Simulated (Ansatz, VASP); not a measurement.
**InAs in VASP and in Ansatz**

File INCAR:

```
PREC = Accurate ; ENCUT = 520
EDIFF = 1E-7 ; ISMEAR = 0
SIGMA = 0.15 ; LREAL = F
LASPH = T ; NELM = 60
ALGO = Normal ; ISIF = 2
LWAVE = F ; LCHARG = F
GGA = PS ; NBANDS = 16
```

The input KPOINTS:

```
Automatic mesh
0
Gamma
  16 16 16
```

File POSCAR:

```
InAs
1.0
    0.0000000000      2.8773040000      2.8773040000
    2.8773040000      0.0000000000      2.8773040000
    2.8773040000      2.8773040000      0.0000000000
In As
1 1
Direct
    0.5000000000      0.5000000000      0.5000000000
    0.0000000000      0.0000000000      0.0000000000
```

Input for Ansatz:

```yaml
crystal:
  lattice:
    - [0.0, 2.877304, 2.877304]
    - [2.877304, 0.0, 2.877304]
    - [2.877304, 2.877304, 0.0]
  atoms:
    - { symbol: In, position: [0.5, 0.5, 0.5] }
    - { symbol: As, position: [0.0, 0.0, 0.0] }
basis:
  ecutwfc: 420
kpoints:
  mp_grid: { grid: [16, 16, 16] }
hamiltonian:
  xc: pbesol
scf:
  occupations: { method: gaussian, width: 0.15 }
output:
  forces: true
  stress: true
  eigenvalues: true
```

Alike in both runs: task single point; functional PBEsol; k mesh 16 × 16 × 16; occupations gaussian, width 0.15 eV; no spin polarisation.

|  | VASP | Ansatz |
| --- | --- | --- |
| version | VASP 6.6.1 | Ansatz 0.2.0 |
| potentials or method | VASP PAW PBE potentials, release 64 (In_d, As), cutoff 520 eV | scalar-relativistic, plane waves, PAW |
| valence electrons in the cell | 18 | 28 |

|  | VASP | Ansatz | Ansatz less VASP |
| --- | --- | --- | --- |
| gap on the k mesh at the Fermi level (eV) | none | none | - |
| pressure (GPa) | -3.3 | -3.3 | -0.09 |

VASP's potentials were made for PBE, not for PBEsol. A gap of «none» marks a metal or a gap that the smearing closes. VASP's potentials hold 18 valence electrons a cell and Ansatz's 28, so a difference there can come from the potentials and not from the codes.
